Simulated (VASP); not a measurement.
Set up this calculation in VASP 6.6.1, as the native input.

* Task: single point
* Functional: PBEsol
* Potentials or basis: VASP PAW PBE potentials, release 64 (Nb_sv, As)
* Cutoff: 500 eV
* k mesh: 13 × 13 × 13
* Occupations: fermi-dirac, width 0.1 eV
* Spin: no spin polarisation
* Dipole correction: no
* Further INCAR settings: ALGO = Normal; EDIFF = 1e-06; NBANDS = 16

The structure of NbAs (CsCl type) lies in POSCAR:

```
NbAs
1.0
    2.6060732548      0.0000000000      0.0000000000
    0.0000000000      2.6060732548      0.0000000000
    0.0000000000      0.0000000000      2.6060732548
Nb As
1 1
Direct
    0.0000000000      0.0000000000      0.0000000000
    0.5000000000      0.5000000000      0.5000000000
```

This cell differs from its parent crystal: volume scaled by 0.55.

The input as run:

INCAR

```
PREC = Accurate
ENCUT = 500
EDIFF = 1E-6
ISMEAR = -1
SIGMA = 0.1
LREAL = False
LASPH = True
NELM = 120
ALGO = Normal
ISIF = 2
LWAVE = False
LCHARG = False
GGA = PS
NBANDS = 16
GGA_COMPAT = False
```

KPOINTS

```
Automatic mesh
0
Gamma
  13 13 13
```

Potentials or basis: VASP PAW PBE potentials, release 64 (Nb_sv, As).

The run is started by

```bash
$ cat potpaw_PBE.64/Nb_sv/POTCAR potpaw_PBE.64/As/POTCAR > POTCAR
$ mpirun -np 1 vasp_std > vasp.out
```

Results of the run:

```
Pressure               : 392.9 GPa
Band gap on the k mesh : zero (band 9 reaches 28.11 eV, above the bottom of band 10 at 20.03 eV)
```

Caveat: the PAW data sets were made with another functional, which shifts forces and pressure a little.

It took 11 s on 1 thread of Intel(R) Xeon(R) 6975P-C (Granite Rapids), with other jobs on the host, peak memory 0.14 GiB.
